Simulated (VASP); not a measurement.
# TiB2 (P6/mmm) in VASP: further runs

The runs below take TiB2 through single point, relaxation of cell and atoms, with r2SCAN.

Everything below comes from runs of VASP 6.6.1. Logs are shortened: lines on timing, memory, paths and dates and some standing lists are left out, and cuts for length are marked.

## (1) The cell of the first run

The structure is hexagonal, space group P6/mmm (No. 191). Conventional cell: a = 3.026 Å, b = 3.026 Å, c = 3.229 Å, α = 90.00°, β = 90.00°, γ = 120.00°. Ti (site symmetry 6/mmm) has 12 B at 2.38 Å and 6 Ti at 3.03 Å within 3.1 Å. B (site symmetry -6m2) has 3 B at 1.75 Å and 6 Ti at 2.38 Å within 2.4 Å.

## (2) Single point, r2SCAN

The input, POSCAR:

```
TiB2
1.0
    3.0259273100      0.0000000000      0.0000000000
   -1.5129636600      2.6205299200      0.0000000000
    0.0000000000      0.0000000000      3.2287677100
Ti B
1 2
Direct
    0.0000000000      0.0000000000      0.0000000000
    0.3333333300      0.6666666700      0.5000000000
    0.6666666700      0.3333333300      0.5000000000
```

The input, INCAR.step1:

```
SYSTEM = TiB2
PREC     = Accurate       ! precision mode
ENCUT    = 520            ! plane-wave cutoff, eV
ISMEAR   = 0              ! smearing method
SIGMA    = 0.1            ! smearing width, eV
LREAL    = .FALSE.        ! projectors in reciprocal space
LASPH    = .TRUE.         ! aspherical terms in the spheres
NELM     = 100            ! most SCF steps
NBANDS   = 16             ! bands
GGA      = PE             ! functional
ALGO     = Normal         ! electronic algorithm
EDIFF    = 1E-4           ! SCF threshold, eV
LWAVE    = .TRUE.         ! write WAVECAR
LCHARG   = .FALSE.        ! write CHGCAR
```

The input, INCAR.step2:

```
SYSTEM = TiB2
PREC     = Accurate       ! precision mode
ENCUT    = 520            ! plane-wave cutoff, eV
EDIFF    = 1E-6           ! SCF threshold, eV
ISMEAR   = 0              ! smearing method
SIGMA    = 0.1            ! smearing width, eV
LREAL    = .FALSE.        ! projectors in reciprocal space
LASPH    = .TRUE.         ! aspherical terms in the spheres
NELM     = 100            ! most SCF steps
ALGO     = Normal         ! electronic algorithm
ISIF     = 2              ! what is computed and relaxed
LWAVE    = .FALSE.        ! write WAVECAR
LCHARG   = .TRUE.         ! write CHGCAR
METAGGA  = R2SCAN         ! meta-GGA
LMIXTAU  = .TRUE.       
LELF     = .TRUE.         ! ELF
LVHAR    = .TRUE.       
NBANDS   = 16             ! bands
ISTART   = 1
```

The input, KPOINTS:

```
Automatic mesh
0
G
  6 6 6
  0 0 0
```

Potentials or basis: VASP PAW PBE potentials, release 64 (Ti_sv, B).

On the command line:

```sh
cat potpaw_PBE.64/Ti_sv/POTCAR potpaw_PBE.64/B/POTCAR > POTCAR
cp INCAR.step1 INCAR
mpirun -np 1 vasp_std > vasp.out
cp INCAR.step2 INCAR
mpirun -np 1 vasp_std > vasp.out
```

OUTCAR:

```text
SYSTEM = TiB2
   PREC = Accurate
   ENCUT = 520
   EDIFF = 1E-6
   ISMEAR = 0
   LREAL = .FALSE.
   LASPH = .TRUE.
   NELM = 100
   ISIF = 2
   METAGGA = R2SCAN
   ISTART = 1

 ion  position               nearest neighbor table
   1  0.000  0.000  0.000-   2 2.38   3 2.38   2 2.38   3 2.38   3 2.38   3 2.38   2 2.38   2 2.38
                             3 2.38   3 2.38   2 2.38   2 2.38
   2  0.333  0.667  0.500-   3 1.75   3 1.75   3 1.75   1 2.38   1 2.38   1 2.38   1 2.38   1 2.38
                             1 2.38
   3  0.667  0.333  0.500-   2 1.75   2 1.75   2 1.75   1 2.38   1 2.38   1 2.38   1 2.38   1 2.38
                             1 2.38

  LATTYP: Found a hexagonal cell.
 ALAT       =     3.0259273100
 C/A-ratio  =     1.0670341285

  Lattice vectors:

 A1 = (   3.0259273100,   0.0000000000,   0.0000000000)
 A2 = (  -1.5129636600,   2.6205299200,   0.0000000000)
 A3 = (   0.0000000000,   0.0000000000,   3.2287677100)

Analysis of symmetry for initial positions (statically):
=====================================================================
 Subroutine PRICEL returns:
 Original cell was already a primitive cell.

 Routine SETGRP: Setting up the symmetry group for a
 hexagonal supercell.

 Subroutine GETGRP returns: Found 24 space group operations
 (whereof 24 operations were pure point group operations)
 out of a pool of 24 trial point group operations.

The static configuration has the point symmetry D_6h.

Analysis of symmetry for dynamics (positions and initial velocities):
=====================================================================
 Subroutine PRICEL returns:
 Original cell was already a primitive cell.

 Routine SETGRP: Setting up the symmetry group for a
 hexagonal supercell.

 Subroutine GETGRP returns: Found 24 space group operations
 (whereof 24 operations were pure point group operations)
 out of a pool of 24 trial point group operations.

The dynamic configuration has the point symmetry D_6h.

 Subroutine INISYM returns: Found 24 space group operations
 (whereof 24 operations are pure point group operations),
 and found     1 'primitive' translations

----------------------------------------------------------------------------------------

                                     Primitive cell

  volume of cell :      25.6026

  direct lattice vectors                    reciprocal lattice vectors
     3.025927310  0.000000000  0.000000000     0.330477205  0.190801104  0.000000000
    -1.512963660  2.620529920  0.000000000     0.000000000  0.381602207  0.000000000
     0.000000000  0.000000000  3.228767710     0.000000000  0.000000000  0.309715684

  length of vectors
     3.025927310  3.025927312  3.228767710     0.381602207  0.381602207  0.309715684

  position of ions in fractional coordinates (direct lattice)
     0.000000000  0.000000000  0.000000000
     0.333333330  0.666666670  0.500000000
     0.666666670  0.333333330  0.500000000

  ion indices of the primitive-cell ions
   primitive index   ion index
                 1           1
                 2           2
                 3           3

----------------------------------------------------------------------------------------

 KPOINTS: Automatic mesh

Automatic generation of k-mesh.
 Grid dimensions read from file:
 generate k-points for:    6    6    6

 Generating k-lattice:

  Cartesian coordinates                     Fractional coordinates (reciprocal lattice)
     0.055079534  0.031800184  0.000000000     0.166666667  0.000000000  0.000000000
     0.000000000  0.063600368  0.000000000     0.000000000  0.166666667  0.000000000
     0.000000000  0.000000000  0.051619281     0.000000000  0.000000000  0.166666667

  Length of vectors
     0.063600368  0.063600368  0.051619281

  Shift w.r.t. Gamma in fractional coordinates (k-lattice)
     0.000000000  0.000000000  0.000000000

 Subroutine IBZKPT returns following result:
 ===========================================

 Found     28 irreducible k-points:

 Following reciprocal coordinates:
            Coordinates               Weight
  0.000000  0.000000  0.000000      1.000000
  0.166667  0.000000  0.000000      6.000000
  0.333333  0.000000  0.000000      6.000000
  0.500000  0.000000  0.000000      3.000000
  0.166667  0.166667  0.000000      6.000000
  0.333333  0.166667  0.000000     12.000000
[... 16 lines left out ...]
  0.166667  0.000000  0.500000      6.000000
  0.333333  0.000000  0.500000      6.000000
 [... further k-points ...]
   k-points           NKPTS =     28   k-points in BZ     NKDIM =     28   number of bands    NBANDS=     16
   number of dos      NEDOS =    301   number of ions     NIONS =      3
   total plane-waves  NPLWV =  13824
   dimension x,y,z NGX =    24 NGY =   24 NGZ =   24
   dimension x,y,z NGXF=    48 NGYF=   48 NGZF=   48
   ions per type =               1   2
   NGX,Y,Z   is equivalent  to a cutoff of  13.19, 13.19, 12.36 a.u.
[... 33 lines left out ...]
  Fermi-wavevector in a.u.,A,eV,Ry     =   1.455697  2.750868 28.831460  2.119053
  Thomas-Fermi vector in A             =   2.572701
   LORBIT       =      0    0 simple, 1 ext, 2 COOP (PROOUT), +10 PAW based schemes
   METAGGA = R2SCAN    functional components
   LHFCALC =     F    Hartree Fock is set to
   AEXX    =    0.0000 exact exchange contribution
   IVDW    =     0    specifies the selected vdW correction
   LEPSILON=     F    determine dielectric tensor
   LRPA    =     F    only Hartree local field effects (RPA)
 non-spin polarized calculation
 Gauss-broadening in eV      SIGMA  =   0.10
  energy-cutoff  :      520.00
  volume of cell :       25.60
 maximum number of plane-waves:       721
 NGX is ok and might be reduce to    24
   NGX = 11   NGY = 11   NGZ = 13

 number of electron      18.0000002 magnetization

 Free energy of the ion-electron system (eV)
  ---------------------------------------------------
  ext. energy  EPLUGINS =         0.00000000
  ---------------------------------------------------
  free energy    TOTEN  =       -30.92645243 eV

  energy without entropy =      -30.92212602  energy(sigma->0) =      -30.92428923

 E-fermi :   9.9159     XC(G=0): -13.7550

 val. band max:        9.8120283945   @ k =   0.1667   0.1667   0.1667
 cond. band min:       9.9580355748   @ k =   0.1667   0.1667   0.1667
 fundamental gap:      0.1460071802
 Fermi energy:         9.9158960836

 k-point     1 :       0.0000    0.0000    0.0000
  band No.  band energies     occupation
      1     -49.2290      2.00000
      2     -24.5626      2.00000
      3     -24.2034      2.00000
      4     -24.2033      2.00000
      5      -4.3326      2.00000
      6       7.4003      2.00000
[... 8 lines left out ...]
     15      16.1183      0.00000
     16      17.2645      0.00000

 k-point     2 :       0.1667    0.0000    0.0000
  band No.  band energies     occupation
      1     -49.2145      2.00000
      2     -24.5440      2.00000
      3     -24.3129      2.00000
      4     -24.2279      2.00000
      5      -3.7742      2.00000
      6       5.8848      2.00000
[... 8 lines left out ...]
     15      18.7376      0.00000
     16      18.9191      0.00000

 k-point     3 :       0.3333    0.0000    0.0000
  band No.  band energies     occupation
      1     -49.1854      2.00000
      2     -24.5270      2.00000
      3     -24.5067      2.00000
      4     -24.2768      2.00000
      5      -2.2073      2.00000
      6       2.9895      2.00000
[... 8 lines left out ...]
     15      17.8059      0.00000
     16      19.3971      0.00000

 k-point     4 :       0.5000    0.0000    0.0000
  band No.  band energies     occupation
      1     -49.1709      2.00000
      2     -24.6317      2.00000
      3     -24.4881      2.00000
      4     -24.3011      2.00000
      5       0.1287      2.00000
      6       0.1443      2.00000
[... 8 lines left out ...]
     15      17.9480      0.00000
     16      18.6896      0.00000
[... 324 lines left out ...]
 k-point    22 :       0.0000    0.0000    0.5000
  band No.  band energies     occupation
      1     -49.2138      2.00000
      2     -24.7700      2.00000
      3     -24.1863      2.00000
      4     -24.1862      2.00000
      5      -2.3758      2.00000
      6       2.0208      2.00000
[... 8 lines left out ...]
     15      20.3737      0.00000
     16      20.8208      0.00000

 k-point    23 :       0.1667    0.0000    0.5000
  band No.  band energies     occupation
      1     -49.1996      2.00000
      2     -24.7443      2.00000
      3     -24.2909      2.00000
      4     -24.2093      2.00000
      5      -2.0890      2.00000
      6       2.7218      2.00000
[... 8 lines left out ...]
     15      19.3703      0.00000
     16      21.4815      0.00000

 k-point    24 :       0.3333    0.0000    0.5000
  band No.  band energies     occupation
      1     -49.1710      2.00000
      2     -24.6926      2.00000
      3     -24.4958      2.00000
      4     -24.2551      2.00000
      5      -1.2365      2.00000
      6       3.6586      2.00000
[... 8 lines left out ...]
     15      17.3153      0.00000
     16      23.4769      0.00000

 [... further k-points ...]
[... 5 lines left out ...]
  --------------------------------------------------------------------------------------
  -------------------------------------------------------------------------------------
  Total        0.1887795      0.1887795     -0.1437084     -0.0000000      0.0000000      0.0000000
  in kB       11.8135660     11.8135660     -8.9930800     -0.0000000      0.0000000      0.0000000
  external PRESSURE =       4.8780173 kB  Pullay stress =       0.0000000 kB

 VOLUME and BASIS-vectors are now :
 -----------------------------------------------------------------------------
  energy-cutoff  :      520.00
  volume of cell :       25.60
      direct lattice vectors                 reciprocal lattice vectors
     3.025927310  0.000000000  0.000000000     0.330477205  0.190801104  0.000000000
    -1.512963660  2.620529920  0.000000000     0.000000000  0.381602207  0.000000000
     0.000000000  0.000000000  3.228767710     0.000000000  0.000000000  0.309715684

 POSITION                                       TOTAL-FORCE (eV/Angst)
 -----------------------------------------------------------------------------------
      0.00000      0.00000      0.00000         0.000000      0.000000     -0.000000
     -0.00000      1.74702      1.61438         0.000000     -0.000000     -0.000000
      1.51296      0.87351      1.61438        -0.000000      0.000000      0.000000
 -----------------------------------------------------------------------------------
    total drift:                                0.000000     -0.000000     -0.000000

  FREE ENERGIE OF THE ION-ELECTRON SYSTEM (eV)
  ---------------------------------------------------
  free  energy   TOTEN  =       -30.9264524255 eV

  energy  without entropy=      -30.9221260248  energy(sigma->0) =      -30.92428923
```

It took 51 s on 1 thread of Intel Xeon 8259CL, shared host; peak memory 0.15 GiB.

What came out:

```
Free energy            : -30.9265 eV
Pressure               : 0.5 GPa
Band gap on the k mesh : zero (bands 9 and 10 overlap by 0.39 eV)
```

Caveat: the k points lie up to 0.40 Å⁻¹ apart; the PAW data sets were made with another functional, which shifts forces and pressure a little.

## (3) Single point, r2SCAN

This run uses another cell than the first one, of 8.52 Å³/atom.

The input, POSCAR:

```
TiB2
1.0
    3.0249821724      0.0000000029      0.0000000000
   -1.5124910887      2.6197114059      0.0000000000
    0.0000000000      0.0000000000      3.2236247370
Ti B
1 2
Direct
    0.0000000000      0.0000000000      0.0000000000
    0.3333333333      0.6666666667      0.5000000000
    0.6666666667      0.3333333333      0.5000000000
```

The input, INCAR.step1:

```
SYSTEM = TiB2
ALGO = Normal ; EDIFF = 1E-4
ENCUT = 520 ; GGA = PE
ISMEAR = 0 ; LASPH = .True.
LCHARG = .False. ; LREAL = .False.
LWAVE = .True. ; NBANDS = 16
NELM = 80 ; PREC = Accurate
SIGMA = 0.1
```

The input, INCAR.step2:

```
SYSTEM = TiB2
ALGO = Normal ; EDIFF = 1E-6
ENCUT = 520 ; ISIF = 2
ISMEAR = 0 ; ISTART = 1
LASPH = .True. ; LCHARG = .True.
LELF = .True. ; LMIXTAU = .True.
LREAL = .False. ; LVHAR = .True.
LWAVE = .False. ; METAGGA = R2SCAN
NBANDS = 16 ; NELM = 80
PREC = Accurate ; SIGMA = 0.1
```

The input, KPOINTS:

```
k-points
0
Gamma
  15 15 12
  0 0 0
```

Potentials or basis: VASP PAW PBE potentials, release 64 (Ti_sv, B).

On the command line:

```sh
cat potpaw_PBE.64/Ti_sv/POTCAR potpaw_PBE.64/B/POTCAR > POTCAR
cp INCAR.step1 INCAR
mpirun -np 1 vasp_std > vasp.out
cp INCAR.step2 INCAR
mpirun -np 1 vasp_std > vasp.out
```

Wall time 4.4 min (1 thread of Intel Xeon 8259CL, shared host); peak memory 0.2 GiB.

It converged, with:

```
Free energy            : -30.9725 eV
Pressure               : 0.7 GPa
Band gap on the k mesh : zero (bands 9 and 10 overlap by 0.66 eV)
```

Levels at points of the mesh, in eV from the Fermi level:
| k point | band 6 | band 7 | band 8 | band 9 | band 10 | band 11 | band 12 | band 13 |
| --- | --- | --- | --- | --- | --- | --- | --- | --- |
| (0.00, 0.00, 0.00) | -2.81 | -2.81 | -2.63 | -2.23 | 1.97 | 1.97 | 3.85 | 3.85 |
| (0.00, 0.00, 0.50) | -8.18 | -0.66 | -0.66 | -0.24 | -0.24 | 0.45 | 0.45 | 1.75 |

Caveat: the PAW data sets were made with another functional, which shifts forces and pressure a little.

## (4) Single point, r2SCAN

The input, POSCAR:

```
TiB2
1.0
    3.0256266237      0.0000000029      0.0000000000
   -1.5128133144      2.6202695170      0.0000000000
    0.0000000000      0.0000000000      3.2235146521
Ti B
1 2
Direct
    0.0000000000      0.0000000000      0.0000000000
    0.3333333333      0.6666666667      0.5000000000
    0.6666666667      0.3333333333      0.5000000000
```

The input, INCAR.step1:

```
SYSTEM = TiB2
ALGO = Normal
EDIFF = 1E-4
ENCUT = 520
GGA = PE
ISMEAR = -1
LASPH = .True.
LCHARG = .False.
LREAL = .False.
LWAVE = .True.
NBANDS = 16
NELM = 100
PREC = Accurate
SIGMA = 0.15
```

The input, INCAR.step2:

```
SYSTEM = TiB2
ALGO = Normal
EDIFF = 1E-6
ENCUT = 520
ISIF = 2
ISMEAR = -1
ISTART = 1
LASPH = .True.
LCHARG = .True.
LELF = .True.
LMIXTAU = .True.
LREAL = .False.
LVHAR = .True.
LWAVE = .False.
METAGGA = R2SCAN
NBANDS = 16
NELM = 100
PREC = Accurate
SIGMA = 0.15
```

KPOINTS is that of step 3.

On the command line:

```sh
cat potpaw_PBE.64/Ti_sv/POTCAR potpaw_PBE.64/B/POTCAR > POTCAR
cp INCAR.step1 INCAR
mpirun -np 1 vasp_std > vasp.out
cp INCAR.step2 INCAR
mpirun -np 1 vasp_std > vasp.out
```

Wall time 4.6 min (1 thread of Intel Xeon 8259CL, shared host); peak memory 0.2 GiB.

The run converged. Its results:

| Item | Value |
| --- | --- |
| Free energy | -30.9855 eV |
| Pressure | 0.7 GPa |
| Band gap on the k mesh | zero (bands 9 and 10 overlap by 0.66 eV) |

Levels at points of the mesh, in eV from the Fermi level:
| k point | band 6 | band 7 | band 8 | band 9 | band 10 | band 11 | band 12 | band 13 |
| --- | --- | --- | --- | --- | --- | --- | --- | --- |
| (0.00, 0.00, 0.00) | -2.77 | -2.77 | -2.59 | -2.19 | 2.01 | 2.01 | 3.88 | 3.88 |
| (0.00, 0.00, 0.50) | -8.15 | -0.63 | -0.63 | -0.21 | -0.21 | 0.48 | 0.48 | 1.79 |

Caveat: the PAW data sets were made with another functional, which shifts forces and pressure a little.

## (5) Relaxation of cell and atoms, r2SCAN

This run uses another cell than the first one, of 8.52 Å³/atom.

The input, POSCAR:

```
TiB2
1.0
    3.0249821724      0.0000000029      0.0000000000
   -1.5124910887      2.6197114059      0.0000000000
    0.0000000000      0.0000000000      3.2236247370
Ti B
1 2
Direct
    0.0000000000      0.0000000000      0.0000000000
    0.3333333333      0.6666666667      0.5000000000
    0.6666666667      0.3333333333      0.5000000000
```

The input, INCAR.step1:

```
ALGO = Normal ; EDIFF = 1E-4
ENCUT = 600 ; GGA = PE
ISMEAR = -1 ; LASPH = T
LCHARG = F ; LREAL = F
LWAVE = T ; NELM = 100
PREC = Accurate ; SIGMA = 0.15
```

The input, INCAR.step2:

```
ALGO = Normal ; EDIFF = 1E-6
EDIFFG = -0.001 ; ENCUT = 600
IBRION = 2 ; ISIF = 3
ISMEAR = -1 ; ISTART = 1
LASPH = T ; LCHARG = F
LMIXTAU = T ; LREAL = F
LWAVE = F ; METAGGA = R2SCAN
NELM = 100 ; NSW = 80
PREC = Accurate ; SIGMA = 0.15
```

The input, KPOINTS:

```
k-points
0
Gamma
  15 15 12
```

On the command line:

```sh
cat potpaw_PBE.64/Ti_sv/POTCAR potpaw_PBE.64/B/POTCAR > POTCAR
cp INCAR.step1 INCAR
mpirun -np 1 vasp_std > vasp.out
cp INCAR.step2 INCAR
mpirun -np 1 vasp_std > vasp.out
```

Wall time 29 min (1 thread of Intel Xeon 8259CL, shared host); peak memory 0.23 GiB.

The run converged. Its results:

```
Free energy                           : -30.9883 eV
Relaxed volume                        : 8.54 Å³/atom
Relaxed cell                          : a = 3.028 Å, b = 3.028 Å, c = 3.228 Å, α = 90.00°, β = 90.00°, γ = 120.00°
Space group after relaxing (to 0.1 Å) : P6/mmm (No. 191)
Energy gained by relaxing             : 0.1 meV/atom
Ionic steps                           : 17
Pressure after relaxing               : 0.0 GPa
Band gap on the k mesh                : zero (bands 9 and 10 overlap by 0.65 eV)
```

The path:
```tsv
step	energy change (eV)	largest force (eV/Å)	pressure (GPa)	volume (Å³)
1	0.0000	0.0000	0.84	25.55
2	0.0000	0.0000	-0.65	25.71
3	-0.0002	0.0000	-0.07	25.62
4	-0.0002	0.0000	0.09	25.62
5	-0.0002	0.0000	0.08	25.62
6	-0.0002	0.0000	0.05	25.62
7	-0.0002	0.0000	0.05	25.62
8	-0.0002	0.0000	0.05	25.63
9	-0.0002	0.0000	-0.01	25.64
10	-0.0002	0.0000	-0.05	25.64
11	-0.0002	0.0000	-0.04	25.63
12	-0.0002	0.0000	-0.01	25.63
13	-0.0002	0.0000	-0.01	25.63
14	-0.0002	0.0000	-0.03	25.63
15	-0.0002	0.0000	-0.01	25.63
16	-0.0002	0.0000	-0.02	25.63
17	-0.0002	0.0000	-0.01	25.63
```

Final structure:
```
Ti B
1.0
     3.02793    0.00000    0.00000
    -1.51397    2.62227    0.00000
     0.00000    0.00000    3.22770
Ti B
1 2
Direct
  0.00000 0.00000 0.00000
  0.33333 0.66667 0.50000
  0.66667 0.33333 0.50000
```

Levels at points of the mesh, in eV from the Fermi level:
```
           k point  band 5  band 6  band 7  band 8  band 9  band 10  band 11  band 12  band 13
(0.00, 0.00, 0.00)  -14.48   -2.76   -2.76   -2.60   -2.18     2.00     2.00     3.87     3.87
(0.00, 0.00, 0.50)  -12.52   -8.13   -0.62   -0.62   -0.20    -0.20     0.48     0.48     1.78
```

Caveat: the PAW data sets were made with another functional, which shifts forces and pressure a little.

## (6) Summary

```tsv
task	cell	k mesh	cutoff (eV)	smearing	gap on the mesh (eV)	pressure (GPa)
single point	a = 3.026, b = 3.026, c = 3.229 Å, angles 90.0, 90.0, 120.0°, 3 atoms	6 × 6 × 6	520	gaussian 0.1 eV	none	0.5
single point	a = 3.025, b = 3.025, c = 3.224 Å, angles 90.0, 90.0, 120.0°, 3 atoms	15 × 15 × 12	520	gaussian 0.1 eV	none	0.7
single point	a = 3.026, b = 3.026, c = 3.224 Å, angles 90.0, 90.0, 120.0°, 3 atoms	15 × 15 × 12	520	fermi-dirac 0.15 eV	none	0.7
relaxation of cell and atoms	relaxed from a = 3.025, b = 3.025, c = 3.224 Å, angles 90.0, 90.0, 120.0°, 3 atoms	15 × 15 × 12	600	fermi-dirac 0.15 eV	none	0.0
```

Alike in all rows: level r2SCAN; potentials or basis VASP PAW PBE potentials, release 64 (Ti_sv, B); no spin polarisation.

Caveats: some runs use coarse meshes; the PAW data sets were made with another functional, which shifts forces and pressure a little.

Absolute energies hang on the potentials; compare differences alone.
